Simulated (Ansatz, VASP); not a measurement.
**One calculation of Co, two programs**

File INCAR:

```
SYSTEM = Co
PREC = Accurate
ENCUT = 600
EDIFF = 1E-6
ISMEAR = -1
SIGMA = 0.05
LREAL = .FALSE.
LASPH = .TRUE.
NELM = 200
ALGO = Normal
ISIF = 2
LWAVE = .FALSE.
LCHARG = .TRUE.
ISPIN = 2
MAGMOM = 4 4 4 4
LORBIT = 11
NUPDOWN = 16.0
LMAXMIX = 4
GGA = PE
LELF = .TRUE.
LVHAR = .TRUE.
NBANDS = 46
GGA_COMPAT = .FALSE.
```

File KPOINTS:

```
Automatic mesh
0
G
  10 10 3
  0 0 0
```

POSCAR

```
Co
1.0
    2.4705617809      0.0000000000      0.0000000000
   -1.2352808905      2.1395692639      0.0000000000
    0.0000000000      0.0000000000      8.0882338000
Co
4
Direct
    0.6666666667      0.3333333333      0.7500000000
    0.0000000000      0.0000000000      0.5000000000
    0.3333333333      0.6666666667      0.2500000000
    0.0000000000      0.0000000000      0.0000000000
```

The input input.yaml:

```yaml
crystal:
  lattice:
    - [2.4705617809, 0.0, 0.0]
    - [-1.2352808905, 2.1395692639, 0.0]
    - [0.0, 0.0, 8.0882338]
  atoms:
    - { symbol: Co, position: [0.6666666667, 0.3333333333, 0.75], spin: 4.0 }
    - { symbol: Co, position: [0.0, 0.0, 0.5], spin: 4.0 }
    - { symbol: Co, position: [0.3333333333, 0.6666666667, 0.25], spin: 4.0 }
    - { symbol: Co, position: [0.0, 0.0, 0.0], spin: 4.0 }
hamiltonian:
  xc: pbe
  pseudopotentials: { kind: paw }
magnetization:
  spin_polarized: true
  initial_magnetization: 16.0
  spin_locking: { lock_magnetization: hard }
kpoints:
  mp_grid: { grid: [10, 10, 3] }
scf:
  occupations: { method: fermi_dirac, width: 0.05 }
  lower_state_search: "off"
output:
  forces: true
  stress: true
  eigenvalues: true
```

Alike in both runs: task single point; functional PBE; k mesh 10 × 10 × 3; occupations fermi-dirac, width 0.05 eV; collinear spin; fixed moment 16 μB.

|  | VASP | Ansatz |
| --- | --- | --- |
| version | VASP 6.6.1 | Ansatz 0.2.0 |
| potentials or method | VASP PAW PBE potentials, release 64 (Co_sv) | Ansatz PAW |
| plane-wave cutoff (eV) | 600 | 420 |
| valence electrons in the cell | 68 | 68 |

```tsv
	VASP	Ansatz	Ansatz less VASP
net moment per atom (μB)	4.00	4.00	0.000
size of the moment on the site where the two differ most (μB)	3.33	3.53	+0.199
```

Site moments also hang on the region over which each program counts them. With one functional, cell and mesh, what is left measures potentials, basis and numerics.
